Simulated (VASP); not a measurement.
# MnS (F-43m) in VASP: notebook

The runs below take MnS through single point, with PBE+U.

All numbers are computed with VASP 6.6.1; they aren't measurements. Logs are shortened: lines on timing, memory, paths and dates and some standing lists are left out, and cuts for length are marked.

### Step 1. The cell of the first run

It takes space group F-43m (No. 216, cubic). The conventional cell has a = 5.600 Å, b = 5.600 Å, c = 5.600 Å, α = 90.00°, β = 90.00°, γ = 90.00°. Mn (site symmetry -43m) has 4 S at 2.42 Å within 3.2 Å. S (site symmetry -43m) has 4 Mn at 2.42 Å within 3.2 Å.

### Step 2. Single point, PBE+U, collinear spin, ferromagnetic start

INCAR reads:

```
SYSTEM = MnS
ALGO = Normal
EDIFF = 1E-6
ENCUT = 520
GGA = PE
ISIF = 2
ISMEAR = 0
ISPIN = 2
LASPH = .TRUE.
LCHARG = .TRUE.
LDAU = .TRUE.
LDAUJ = 0 0
LDAUL = 2 -1
LDAUPRINT = 1
LDAUTYPE = 2
LDAUU = 3 0
LELF = .TRUE.
LMAXMIX = 4
LORBIT = 11
LREAL = .FALSE.
LVHAR = .TRUE.
LWAVE = .FALSE.
MAGMOM = 4.75 0.08
NBANDS = 20
NELM = 150
PREC = Accurate
SIGMA = 0.05
```

KPOINTS reads:

```
k-points
0
G
  6 6 6
  0 0 0
```

POSCAR reads:

```
MnS
1.0
    0.0000000000      2.8000000000      2.8000000000
    2.8000000000      0.0000000000      2.8000000000
    2.8000000000      2.8000000000      0.0000000000
Mn S
1 1
Direct
    0.0000000000      0.0000000000      0.0000000000
    0.7500000000      0.7500000000      0.7500000000
```

Potentials or basis: VASP PAW PBE potentials, release 64 (Mn_pv, S).

Started as:

```sh
$ cat potpaw_PBE.64/Mn_pv/POTCAR potpaw_PBE.64/S/POTCAR > POTCAR
$ mpirun -np 1 vasp_std > vasp.out
```

OUTCAR:

```text
SYSTEM = MnS
   EDIFF = 1E-6
   ENCUT = 520
   GGA = PE
   ISIF = 2
   ISMEAR = 0
   ISPIN = 2
   LASPH = .TRUE.
   LORBIT = 11
   LREAL = .FALSE.
   NELM = 150
   PREC = Accurate

 ion  position               nearest neighbor table
   1  0.000  0.000  0.000-   2 2.42   2 2.42   2 2.42   2 2.42
   2  0.750  0.750  0.750-   1 2.42   1 2.42   1 2.42   1 2.42

  LATTYP: Found a face centered cubic cell.
 ALAT       =     5.6000000000

  Lattice vectors:

 A1 = (   0.0000000000,   2.8000000000,   2.8000000000)
 A2 = (   2.8000000000,   0.0000000000,   2.8000000000)
 A3 = (   2.8000000000,   2.8000000000,   0.0000000000)

Analysis of symmetry for initial positions (statically):
=====================================================================
 Subroutine PRICEL returns:
 Original cell was already a primitive cell.

 Routine SETGRP: Setting up the symmetry group for a
 face centered cubic supercell.

 Subroutine GETGRP returns: Found 24 space group operations
 (whereof 24 operations were pure point group operations)
 out of a pool of 48 trial point group operations.

The static configuration has the point symmetry T_d .

Analysis of symmetry for dynamics (positions and initial velocities):
=====================================================================
 Subroutine PRICEL returns:
 Original cell was already a primitive cell.

 Routine SETGRP: Setting up the symmetry group for a
 face centered cubic supercell.

 Subroutine GETGRP returns: Found 24 space group operations
 (whereof 24 operations were pure point group operations)
 out of a pool of 48 trial point group operations.

The dynamic configuration has the point symmetry T_d .

Analysis of structural, dynamic, and magnetic symmetry:
=====================================================================
 Subroutine PRICEL returns:
 Original cell was already a primitive cell.

 Routine SETGRP: Setting up the symmetry group for a
 face centered cubic supercell.
[... 164 lines left out ...]
  o =  0.0659  v =  0.0000  0.0000  0.0000  0.0000  0.0000  0.0000 -0.6601  0.0000 -0.7512 -0.0000      0.0000  0.0000  0.0000  0.0000  0.0000  0.0000  0.0000  0.0000  0.0000  0.0000
  o =  0.0659  v =  0.0000  0.0000  0.0000  0.0000  0.0000  0.0000  0.7512 -0.0000 -0.6601 -0.0000      0.0000  0.0000  0.0000  0.0000  0.0000  0.0000  0.0000  0.0000  0.0000  0.0000
  o =  0.9292  v =  0.0000  0.0000  0.0453 -0.0000  0.9990  0.0000  0.0000  0.0000  0.0000  0.0000      0.0000  0.0000  0.0000  0.0000  0.0000  0.0000  0.0000  0.0000  0.0000  0.0000
  o =  0.9292  v =  0.0000 -0.0000 -0.9990  0.0000  0.0453  0.0000  0.0000  0.0000  0.0000  0.0000      0.0000  0.0000  0.0000  0.0000  0.0000  0.0000  0.0000  0.0000  0.0000  0.0000
  o =  0.9355  v =  0.0000  0.0596 -0.0000 -0.9982 -0.0000  0.0000  0.0000  0.0000  0.0000  0.0000      0.0000  0.0000  0.0000  0.0000  0.0000  0.0000  0.0000  0.0000  0.0000  0.0000
  o =  0.9355  v =  0.0000 -0.9982  0.0000 -0.0596  0.0000  0.0000  0.0000  0.0000  0.0000  0.0000      0.0000  0.0000  0.0000  0.0000  0.0000  0.0000  0.0000  0.0000  0.0000  0.0000
  o =  0.9355  v =  1.0000  0.0000  0.0000  0.0000  0.0000  0.0000  0.0000  0.0000  0.0000  0.0000      0.0000  0.0000  0.0000  0.0000  0.0000  0.0000  0.0000  0.0000  0.0000  0.0000

 number of electron      18.9999987 magnetization       4.9999859

 Free energy of the ion-electron system (eV)
  ---------------------------------------------------
  ext. energy  EPLUGINS =         0.00000000
  ---------------------------------------------------
  free energy    TOTEN  =       -13.17415132 eV

  energy without entropy =      -13.17415132  energy(sigma->0) =      -13.17415132

 E-fermi :   4.6082     XC(G=0):  -9.2901

 val. band max:        4.3385206578   @ k =   0.0000   0.0000   0.0000
 cond. band min:       5.1875085044   @ k =   0.5000   0.5000   0.0000
 fundamental gap:      0.8489878467
 Fermi energy:         4.6081810385

 spin component 1

 k-point     1 :       0.0000    0.0000    0.0000
  band No.  band energies     occupation
      1     -46.3455      1.00000
      2     -46.3455      1.00000
      3     -46.3455      1.00000
      4      -9.2294      1.00000
      5      -1.1646      1.00000
      6      -1.1646      1.00000
[... 344 lines left out ...]
      6      -0.5458      1.00000
[... 12 lines left out ...]
     19      17.2972      0.00000
     20      17.6271      0.00000
 Fermi energy:         4.6081810385

 spin component 2

 k-point     1 :       0.0000    0.0000    0.0000
  band No.  band energies     occupation
      1     -41.5403      1.00000
      2     -41.5403      1.00000
      3     -41.5403      1.00000
      4      -8.9802      1.00000
      5       1.5781      1.00000
      6       1.5781      1.00000
[... 357 lines left out ...]
     19      18.0789      0.00000
     20      18.2149      0.00000

------------------------ aborting loop because EDIFF is reached ----------------------------------------

  FORCE on cell =-STRESS in cart. coord.  units (eV):
  Direction    XX          YY          ZZ          XY          YZ          ZX
  --------------------------------------------------------------------------------------
  -------------------------------------------------------------------------------------
  Total        1.2339115      1.2339115      1.2339115     -0.0000000      0.0000000     -0.0000000
  in kB       45.0288142     45.0288142     45.0288142     -0.0000000      0.0000000     -0.0000000
  external PRESSURE =      45.0288142 kB  Pullay stress =       0.0000000 kB

 VOLUME and BASIS-vectors are now :
 -----------------------------------------------------------------------------
  energy-cutoff  :      520.00
  volume of cell :       43.90
      direct lattice vectors                 reciprocal lattice vectors
     0.000000000  2.800000000  2.800000000    -0.178571429  0.178571429  0.178571429
     2.800000000  0.000000000  2.800000000     0.178571429 -0.178571429  0.178571429
     2.800000000  2.800000000  0.000000000     0.178571429  0.178571429 -0.178571429

 POSITION                                       TOTAL-FORCE (eV/Angst)
 -----------------------------------------------------------------------------------
      0.00000      0.00000      0.00000         0.000000      0.000000      0.000000
      4.20000      4.20000      4.20000        -0.000000     -0.000000     -0.000000
 -----------------------------------------------------------------------------------
    total drift:                                0.000001      0.000001      0.000000

  FREE ENERGIE OF THE ION-ELECTRON SYSTEM (eV)
  ---------------------------------------------------
  free  energy   TOTEN  =       -13.1741513165 eV

  energy  without entropy=      -13.1741513165  energy(sigma->0) =      -13.17415132

 total charge

# of ion       s       p       d       tot
------------------------------------------
    1        0.265   6.218   4.881  11.364
    2        1.312   2.485   0.000   3.797
--------------------------------------------------
tot          1.577   8.703   4.881  15.161

 magnetization (x)

# of ion       s       p       d       tot
------------------------------------------
    1        0.048   0.062   4.421   4.531
    2        0.008   0.037   0.000   0.044
--------------------------------------------------
tot          0.056   0.099   4.421   4.575
```

stdout:

```text
POSCAR found type information on POSCAR MnS
 POSCAR found :  2 types and       2 ions
 scaLAPACK will be used
 LDA part: xc-table for (Slater+PW92), standard interpolation
 POSCAR, INCAR and KPOINTS ok, starting setup
 FFT: planning ... GRIDC
 FFT: planning ... GRID_SOFT
 FFT: planning ... GRID
 WAVECAR not read
 entering main loop
```

It took 20 s on 1 thread of Intel Xeon Platinum 8488C (Sapphire Rapids), shared host; peak memory 0.19 GiB.

Results:

```yaml
Free_energy: -13.1742 eV
Pressure: 4.5 GPa
Band_gap_on_the_k_mesh: 0.85 eV (least direct gap 1.21 eV)
Net_moment: 5.00 μB per cell
Site_moments: Mn +4.53; S +0.04 μB
Valence_electrons_inside_the_program's_atomic_spheres: Mn 11.36; S 3.80
```

Eigenvalues of the final occupation matrices:
| site | spin | trace | eigenvalues |
| --- | --- | --- | --- |
| site 1 d | 1 | 4.66 | 0.93 0.93 0.94 0.94 0.94 |
| site 1 d | 2 | 0.23 | 0.02 0.02 0.07 0.07 0.07 |

Caveat: the cell stands under pressure; a cell with one magnetic atom can't hold antiferromagnetic order, which such compounds often take. The state reached can hang on the start; a lower one may exist.

### Step 3. Single point, PBE+U, collinear spin, ferromagnetic start

INCAR reads:

```
SYSTEM = MnS
PREC = Accurate
ENCUT = 520
EDIFF = 1E-6
ISMEAR = 0
SIGMA = 0.05
LREAL = .False.
LASPH = .True.
NELM = 150
ALGO = Normal
ISIF = 2
LWAVE = .False.
LCHARG = .False.
ISPIN = 2
MAGMOM = 0.95 0.02
LORBIT = 11
LMAXMIX = 4
LDAU = .True.
LDAUTYPE = 2
LDAUL = 2 -1
LDAUU = 3 0
LDAUJ = 0 0
LDAUPRINT = 1
GGA = PE
NBANDS = 20
```

KPOINTS reads:

```
regular mesh
0
Gamma
  6 6 6
  0 0 0
```

POSCAR is that of step 2.

Potentials or basis: VASP PAW PBE potentials, release 64 (Mn_pv, S).

Started as:

```sh
$ cat potpaw_PBE.64/Mn_pv/POTCAR potpaw_PBE.64/S/POTCAR > POTCAR
$ mpirun -np 1 vasp_std > vasp.out
```

Wall time 29 s (1 thread of Intel Xeon Platinum 8488C (Sapphire Rapids), shared host); peak memory 0.19 GiB.

It converged, with:

- Free energy: -13.1742 eV
- Pressure: 4.5 GPa
- Band gap on the k mesh: 0.85 eV (least direct gap 1.21 eV)
- Net moment: 5.00 μB per cell
- Site moments: Mn +4.53; S +0.04 μB
- Valence electrons inside the program's atomic spheres: Mn 11.36; S 3.80

Levels at points of the mesh, in eV from the valence-band top:
Spin up:
```tsv
k point	band 10	band 11	band 12	band 13	band 14	band 15
(0.00, 0.00, 0.00)	0.00	0.00	0.00	1.21	6.07	6.07
(0.50, 0.00, 0.00)	-3.96	-0.97	-0.97	3.15	6.40	6.40
(0.50, 0.50, 0.00)	-3.43	-2.46	-2.46	2.75	4.41	9.36
```
Spin down:
| k point | band 3 | band 4 | band 5 | band 6 | band 7 | band 8 | band 9 | band 10 | band 11 | band 12 |
| --- | --- | --- | --- | --- | --- | --- | --- | --- | --- | --- |
| (0.00, 0.00, 0.00) | -45.88 | -13.32 | -2.76 | -2.76 | -2.76 | 2.18 | 2.28 | 2.28 | 4.27 | 4.27 |
| (0.50, 0.00, 0.00) | -45.88 | -12.65 | -4.91 | -2.75 | -2.75 | 2.13 | 2.40 | 2.40 | 3.24 | 3.24 |
| (0.50, 0.50, 0.00) | -45.88 | -12.43 | -4.77 | -3.00 | -3.00 | 0.85 | 1.98 | 2.70 | 2.70 | 2.83 |

Eigenvalues of the final occupation matrices:
| site | spin | trace | eigenvalues |
| --- | --- | --- | --- |
| site 1 d | 1 | 4.66 | 0.93 0.93 0.94 0.94 0.94 |
| site 1 d | 2 | 0.23 | 0.02 0.02 0.07 0.07 0.07 |

Caveat: the cell stands under pressure; a cell with one magnetic atom can't hold antiferromagnetic order, which such compounds often take.
